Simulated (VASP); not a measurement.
# ZrH6 (Cmm2) in VASP: notebook

Runs on ZrH6. Level: PBE. Tasks: single point.

Everything below comes from runs of VASP 6.6.1. Logs are shortened: lines on timing, memory, paths and dates and some standing lists are left out, and cuts for length are marked.

## 1. The cell of the first run

The structure is orthorhombic, space group Cmm2 (No. 35). The conventional cell has a = 3.309 Å, b = 5.376 Å, c = 6.400 Å, α = 90.00°, β = 90.00°, γ = 90.00°. Zr (site symmetry mm2) has 2 H at 1.38 Å within 1.8 Å. H (site symmetry 1) has 1 H at 0.91 Å within 1.2 Å. Within 1.3 Å of H (site symmetry m) lie 1 H at 0.93 Å.

The cell was built from a structure type or drawn by symmetry, and may not be a known phase.

## 2. Single point, PBE

Contents of INCAR:

```
SYSTEM = ZrH6
PREC = Accurate ; ENCUT = 520
EDIFF = 1E-6 ; ISMEAR = 0
SIGMA = 0.1 ; LREAL = .False.
LASPH = .True. ; NELM = 80
ALGO = Normal ; ISIF = 2
LWAVE = .False. ; LCHARG = .False.
GGA = PE ; NBANDS = 18
```

Contents of KPOINTS:

```
regular mesh
0
Gamma
  6 6 4
  0 0 0
```

Contents of POSCAR:

```
ZrH6
1.0
    1.6545802300     -2.6880533200      0.0000000000
    1.6545802300      2.6880533200      0.0000000000
    0.0000000000      0.0000000000      6.3997781400
Zr H
1 6
Direct
    0.5000000000      0.5000000000      0.0769086800
    0.8469168000      0.6767821200      0.7815769300
    0.1530832000      0.3232178800      0.7815769300
    0.6767821200      0.8469168000      0.7815769300
    0.3232178800      0.1530832000      0.7815769300
    0.1403530800      0.1403530800      0.1870421800
    0.8596469200      0.8596469200      0.1870421800
```

Potentials or basis: VASP PAW PBE potentials, release 64 (Zr_sv, H).

On the command line:

```bash
$ cat potpaw_PBE.64/Zr_sv/POTCAR potpaw_PBE.64/H/POTCAR > POTCAR
$ mpirun -np 1 vasp_std > vasp.out
```

OUTCAR:

```text
SYSTEM = ZrH6
   PREC = Accurate
   ENCUT = 520
   EDIFF = 1E-6
   ISMEAR = 0
   LREAL = .False.
   LASPH = .True.
   NELM = 80
   ISIF = 2
   GGA = PE

 ion  position               nearest neighbor table
   1  0.500  0.500  0.077-   6 1.38   7 1.38   4 2.13   5 2.13   2 2.13   3 2.13   6 2.23   7 2.23

   2  0.847  0.677  0.782-   1 2.13
   3  0.153  0.323  0.782-   1 2.13
   4  0.677  0.847  0.782-   1 2.13
   5  0.323  0.153  0.782-   1 2.13
   6  0.140  0.140  0.187-   1 1.38   1 2.23
   7  0.860  0.860  0.187-   1 1.38   1 2.23

  LATTYP: Found a base centered orthorhombic cell.
 ALAT       =     3.3091604600
 B/A-ratio  =     1.6246134646
 C/A-ratio  =     1.9339582403

  Lattice vectors:

 A1 = (   1.6545802300,  -2.6880533200,   0.0000000000)
 A2 = (   1.6545802300,   2.6880533200,   0.0000000000)
 A3 = (   0.0000000000,   0.0000000000,   6.3997781400)

Analysis of symmetry for initial positions (statically):
=====================================================================
 Subroutine PRICEL returns:
 Original cell was already a primitive cell.

 Routine SETGRP: Setting up the symmetry group for a
 base centered orthorhombic supercell.

 Subroutine GETGRP returns: Found  4 space group operations
 (whereof  4 operations were pure point group operations)
 out of a pool of  8 trial point group operations.

The static configuration has the point symmetry C_2v.

Analysis of symmetry for dynamics (positions and initial velocities):
=====================================================================
 Subroutine PRICEL returns:
 Original cell was already a primitive cell.

 Routine SETGRP: Setting up the symmetry group for a
 base centered orthorhombic supercell.

 Subroutine GETGRP returns: Found  4 space group operations
 (whereof  4 operations were pure point group operations)
 out of a pool of  8 trial point group operations.

The dynamic configuration has the point symmetry C_2v.

 Subroutine INISYM returns: Found  4 space group operations
 (whereof  4 operations are pure point group operations),
 and found     1 'primitive' translations

----------------------------------------------------------------------------------------

                                     Primitive cell

  volume of cell :      56.9273

  direct lattice vectors                    reciprocal lattice vectors
     1.654580230 -2.688053320  0.000000000     0.302191451 -0.186008215  0.000000000
     1.654580230  2.688053320  0.000000000     0.302191451  0.186008215  0.000000000
     0.000000000  0.000000000  6.399778140     0.000000000  0.000000000  0.156255417

  length of vectors
     3.156464223  3.156464223  6.399778140     0.354850291  0.354850291  0.156255417

  position of ions in fractional coordinates (direct lattice)
     0.500000000  0.500000000  0.076908680
     0.846916800  0.676782120  0.781576930
     0.153083200  0.323217880  0.781576930
     0.676782120  0.846916800  0.781576930
     0.323217880  0.153083200  0.781576930
     0.140353080  0.140353080  0.187042180
     0.859646920  0.859646920  0.187042180

  ion indices of the primitive-cell ions
   primitive index   ion index
                 1           1
                 2           2
                 3           3
                 4           4
                 5           5
                 6           6
                 7           7

----------------------------------------------------------------------------------------

 KPOINTS: regular mesh

Automatic generation of k-mesh.
 Grid dimensions read from file:
 generate k-points for:    6    6    4

 Generating k-lattice:

  Cartesian coordinates                     Fractional coordinates (reciprocal lattice)
     0.050365242 -0.031001369  0.000000000     0.166666667  0.000000000  0.000000000
     0.050365242  0.031001369  0.000000000     0.000000000  0.166666667  0.000000000
     0.000000000  0.000000000  0.039063854     0.000000000  0.000000000  0.250000000

  Length of vectors
     0.059141715  0.059141715  0.039063854

  Shift w.r.t. Gamma in fractional coordinates (k-lattice)
     0.000000000  0.000000000  0.000000000

 Subroutine IBZKPT returns following result:
 ===========================================

 Found     39 irreducible k-points:

 Following reciprocal coordinates:
            Coordinates               Weight
  0.000000  0.000000  0.000000      1.000000
  0.166667  0.000000  0.000000      4.000000
  0.333333  0.000000  0.000000      4.000000
  0.500000  0.000000  0.000000      2.000000
  0.166667  0.166667  0.000000      2.000000
  0.333333  0.166667  0.000000      4.000000
[... 16 lines left out ...]
  0.333333  0.333333  0.250000      4.000000
  0.500000  0.333333  0.250000      8.000000
 [... further k-points ...]
   k-points           NKPTS =     39   k-points in BZ     NKDIM =     39   number of bands    NBANDS=     18
   number of dos      NEDOS =    301   number of ions     NIONS =      7
   total plane-waves  NPLWV =  27648
   dimension x,y,z NGX =    24 NGY =   24 NGZ =   48
   dimension x,y,z NGXF=    48 NGYF=   48 NGZF=   96
   ions per type =               1   6
   NGX,Y,Z   is equivalent  to a cutoff of  12.64, 12.64, 12.47 a.u.
   NGXF,Y,Z  is equivalent  to a cutoff of  25.28, 25.28, 24.94 a.u.
 SYSTEM =  ZrH6
   PREC   = accura    normal or accurate (medium, high low for compatibility)
   ISTART =      0    job   : 0-new  1-cont  2-samecut
   ICHARG =      2    charge: 1-file 2-atom 10-const
   ISPIN  =      1    spin polarized calculation?
   LNONCOLLINEAR =      F non collinear calculations
   LSORBIT =      F    spin-orbit coupling
   LASPH  =      T    aspherical Exc in radial PAW
   ENCUT  =  520.0 eV  38.22 Ry    6.18 a.u.   5.87  5.87 11.90*2*pi/ulx,y,z
   NELM   =     80;   NELMIN=  2; NELMDL= -5     # of ELM steps
   EDIFF  = 0.1E-05   stopping-criterion for ELM
   LREAL  =      F    real-space projection
[... 7 lines left out ...]
   TEBEG  =    0.0;   TEEND  =   0.0 temperature during run
   PSTRESS=    0.0 pullay stress
   NELECT =      18.0000    total number of electrons
   NUPDOWN=      -1.0000    fix difference up-down
   EMIN   =  10.00;   EMAX   =-10.00  energy-range for DOS
   EFERMI =   0.00;   METHOD = LEGACY
   ISMEAR =     0;   SIGMA  =   0.10  broadening in eV -4-tet -1-fermi 0-gaus
   EFERMI_NEDOS =   21; number of points for ismear=-14 and -15
   IALGO  =     38    algorithm
   IMIX   =      4    mixing-type and parameters
     AMIX     =   0.40;   BMIX     =  1.00
     AMIX_MAG =   1.60;   BMIX_MAG =  1.00
  volume/ion in A,a.u.               =       8.13        54.88
  Fermi-wavevector in a.u.,A,eV,Ry     =   1.115301  2.107613 16.924239  1.243897
  Thomas-Fermi vector in A             =   2.251904
   LORBIT       =      0    0 simple, 1 ext, 2 COOP (PROOUT), +10 PAW based schemes
   GGA     = PE    functional components
   LHFCALC =     F    Hartree Fock is set to
   AEXX    =    0.0000 exact exchange contribution
   IVDW    =     0    specifies the selected vdW correction
   LEPSILON=     F    determine dielectric tensor
   LRPA    =     F    only Hartree local field effects (RPA)
 non-spin polarized calculation
 Gauss-broadening in eV      SIGMA  =   0.10
  energy-cutoff  :      520.00
  volume of cell :       56.93
 maximum number of plane-waves:      1550
   NGX = 11   NGY = 11   NGZ = 23

 number of electron      18.0000001 magnetization

 Free energy of the ion-electron system (eV)
  ---------------------------------------------------
  ext. energy  EPLUGINS =         0.00000000
  ---------------------------------------------------
  free energy    TOTEN  =       -19.64730018 eV

  energy without entropy =      -19.62469763  energy(sigma->0) =      -19.63599891

 E-fermi :   3.1240     XC(G=0):  -8.6382

 val. band max:        3.1186018910   @ k =   0.5000   0.3333   0.0000
 cond. band min:       3.1279716082   @ k =   0.1667   0.0000   0.0000
 fundamental gap:      0.0093697173
 Fermi energy:         3.1240462102

 k-point     1 :       0.0000    0.0000    0.0000
  band No.  band energies     occupation
      1     -45.2888      2.00000
      2     -23.8381      2.00000
      3     -23.8051      2.00000
      4     -22.6189      2.00000
      5      -8.5114      2.00000
      6      -6.2688      2.00000
[... 10 lines left out ...]
     17      13.5699      0.00000
     18      13.8046      0.00000

 k-point     2 :       0.1667    0.0000    0.0000
  band No.  band energies     occupation
      1     -45.2603      2.00000
      2     -24.0646      2.00000
      3     -23.7628      2.00000
      4     -22.7117      2.00000
      5      -7.9858      2.00000
      6      -5.8417      2.00000
[... 10 lines left out ...]
     17      14.2275      0.00000
     18      14.9311      0.00000

 k-point     3 :       0.3333    0.0000    0.0000
  band No.  band energies     occupation
      1     -45.2028      2.00000
      2     -24.5137      2.00000
      3     -23.6725      2.00000
      4     -22.8697      2.00000
      5      -6.6285      2.00000
      6      -5.0943      2.00000
[... 10 lines left out ...]
     17      13.1507      0.00000
     18      14.2047      0.00000

 k-point     4 :       0.5000    0.0000    0.0000
  band No.  band energies     occupation
      1     -45.1736      2.00000
      2     -24.7319      2.00000
      3     -23.6261      2.00000
      4     -22.9405      2.00000
      5      -5.4935      2.00000
      6      -4.1108      2.00000
[... 375 lines left out ...]
      4     -22.8418      2.00000
      5      -8.0629      2.00000
      6      -6.1836      2.00000
[... 10 lines left out ...]
     17      13.3766      0.00000
     18      14.6526      0.00000

 k-point    23 :       0.3333    0.3333    0.2500
  band No.  band energies     occupation
      1     -45.1580      2.00000
      2     -24.5604      2.00000
      3     -23.6132      2.00000
      4     -23.2283      2.00000
      5      -5.1900      2.00000
      6      -4.6565      2.00000
[... 10 lines left out ...]
     17      12.3445      0.00000
     18      14.3454      0.00000

 k-point    24 :       0.5000    0.3333    0.2500
  band No.  band energies     occupation
      1     -45.1715      2.00000
      2     -24.2195      2.00000
      3     -23.6548      2.00000
      4     -23.3469      2.00000
      5      -6.2572      2.00000
      6      -5.4171      2.00000
[... 10 lines left out ...]
     17      12.6884      0.00000
     18      13.8659      0.00000

 [... further k-points ...]

------------------------ aborting loop because EDIFF is reached ----------------------------------------

  FORCE on cell =-STRESS in cart. coord.  units (eV):
  Direction    XX          YY          ZZ          XY          YZ          ZX
  --------------------------------------------------------------------------------------
  -------------------------------------------------------------------------------------
  Total       26.9600960     -0.2213718      6.7991476      0.0000000      0.0000000      0.0000000
  in kB      758.7721690     -6.2303462    191.3570327      0.0000000      0.0000000      0.0000000
  external PRESSURE =     314.6329518 kB  Pullay stress =       0.0000000 kB

 VOLUME and BASIS-vectors are now :
 -----------------------------------------------------------------------------
  energy-cutoff  :      520.00
  volume of cell :       56.93
      direct lattice vectors                 reciprocal lattice vectors
     1.654580230 -2.688053320  0.000000000     0.302191451 -0.186008215  0.000000000
     1.654580230  2.688053320  0.000000000     0.302191451  0.186008215  0.000000000
     0.000000000  0.000000000  6.399778140     0.000000000  0.000000000  0.156255417

 POSITION                                       TOTAL-FORCE (eV/Angst)
 -----------------------------------------------------------------------------------
      1.65458      0.00000      0.49220         0.000000      0.000000    -10.666277
      2.52108     -0.45733      5.00192        -0.158461      1.019833      0.036085
      0.78808      0.45733      5.00192         0.158461     -1.019833      0.036085
      2.52108      0.45733      5.00192        -0.158461     -1.019833      0.036085
      0.78808     -0.45733      5.00192         0.158461      1.019833      0.036085
      0.46445      0.00000      1.19703        -9.150358      0.000000      5.260968
      2.84471      0.00000      1.19703         9.150358      0.000000      5.260968
 -----------------------------------------------------------------------------------
    total drift:                                0.000000     -0.000000      0.000464

  FREE ENERGIE OF THE ION-ELECTRON SYSTEM (eV)
  ---------------------------------------------------
  free  energy   TOTEN  =       -19.6473001816 eV

  energy  without entropy=      -19.6246976305  energy(sigma->0) =      -19.63599891
```

It took 19 s on 1 thread of Intel Xeon 6975P-C (Granite Rapids), shared host; peak memory 0.18 GiB.

Results:

| Quantity | Value |
| --- | --- |
| Free energy | -19.6473 eV |
| Pressure | 31.5 GPa |
| Largest force | 10.666 eV/Å |
| Band gap on the k mesh | zero (bands 9 and 10 overlap by 1.49 eV) |

Forces in eV/Å, atoms in the order of the input:
```
Zr    0.000   0.000 -10.666
H    -0.158   1.020   0.036
H     0.158  -1.020   0.036
H    -0.158  -1.020   0.036
H     0.158   1.020   0.036
H    -9.150   0.000   5.261
H     9.150   0.000   5.261
```

Caveat: the k points lie up to 0.37 Å⁻¹ apart, too coarse for converged energies and pressures of a metal; forces of over 1 eV/Å act on the atoms, so gaps and moduli don't describe the material at rest.

## 3. Single point, PBE

This run uses another cell than the first one, of 12.36 Å³/atom.

Contents of INCAR:

```
PREC     = Accurate       # precision mode
ENCUT    = 520            # plane-wave cutoff, eV
EDIFF    = 1E-7           # SCF threshold, eV
ISMEAR   = 0              # smearing method
SIGMA    = 0.1            # smearing width, eV
LREAL    = F              # projectors in reciprocal space
LASPH    = T              # aspherical terms in the spheres
NELM     = 60             # most SCF steps
ALGO     = Normal         # electronic algorithm
ISIF     = 2              # what is computed and relaxed
LWAVE    = F              # write WAVECAR
LCHARG   = F              # write CHGCAR
GGA      = PE             # functional
NBANDS   = 18             # bands
```

Contents of KPOINTS:

```
Automatic mesh
0
Gamma
  6 6 4
```

Contents of POSCAR:

```
ZrH6
1.0
    1.9490248793     -2.5293327369      0.0000000000
    1.9490248793      2.5293327369      0.0000000000
    0.0000000000      0.0000000000      8.7767329920
Zr H
1 6
Direct
    0.5000000000      0.5000000000     -0.0925093045
    0.8421492083      0.6674484527      0.7186467692
    0.1578507917      0.3325515473      0.7186467692
    0.6674484527      0.8421492083      0.7186467692
    0.3325515473      0.1578507917      0.7186467692
    0.0962847159      0.0962847159      0.3976114939
    0.9037152841      0.9037152841      0.3976114939
```

Potentials or basis: VASP PAW PBE potentials, release 64 (Zr_sv, H).

On the command line:

```bash
$ cat potpaw_PBE.64/Zr_sv/POTCAR potpaw_PBE.64/H/POTCAR > POTCAR
$ mpirun -np 1 vasp_std > vasp.out
```

Wall time 39 s (1 thread of Intel Xeon 6975P-C (Granite Rapids), shared host); peak memory 0.21 GiB.

The run converged. Its results:

```
Free energy            : -26.8329 eV
Pressure               : -0.1 GPa
Largest force          : 0.021 eV/Å
Band gap on the k mesh : zero (bands 9 and 10 overlap by 0.10 eV)
```

Forces in eV/Å, atoms in the order of the input:
```
Zr   0.000  0.000  0.005
H   -0.002 -0.008 -0.002
H    0.002  0.008 -0.002
H   -0.002  0.008 -0.002
H    0.002 -0.008 -0.002
H   -0.021  0.000  0.001
H    0.021  0.000  0.001
```

Stress tensor (GPa, compression positive):
```
-0.20  0.00  0.00
 0.00 -0.17  0.00
 0.00  0.00  0.14
```

Levels at points of the mesh, in eV from the Fermi level:
```csv
k point,band 6,band 7,band 8,band 9,band 10,band 11,band 12,band 13
"(0.00, 0.00, 0.00)",-7.69,-4.40,-2.92,-1.01,-0.09,2.56,3.05,3.84
"(0.50, 0.00, 0.00)",-8.22,-6.91,-1.56,0.00,1.34,2.02,2.82,2.88
"(0.50, 0.50, 0.00)",-6.88,-6.51,-3.48,-1.54,1.35,2.36,2.49,4.98
"(0.00, 0.00, 0.50)",-7.70,-4.40,-2.89,-1.01,-0.05,2.56,3.01,3.32
"(0.50, 0.00, 0.50)",-8.22,-6.90,-1.56,-0.03,1.34,1.78,2.66,3.47
"(0.50, 0.50, 0.50)",-6.88,-6.51,-3.48,-1.53,1.38,2.41,2.51,4.82
```

(Part 1 of 2 ends here.)
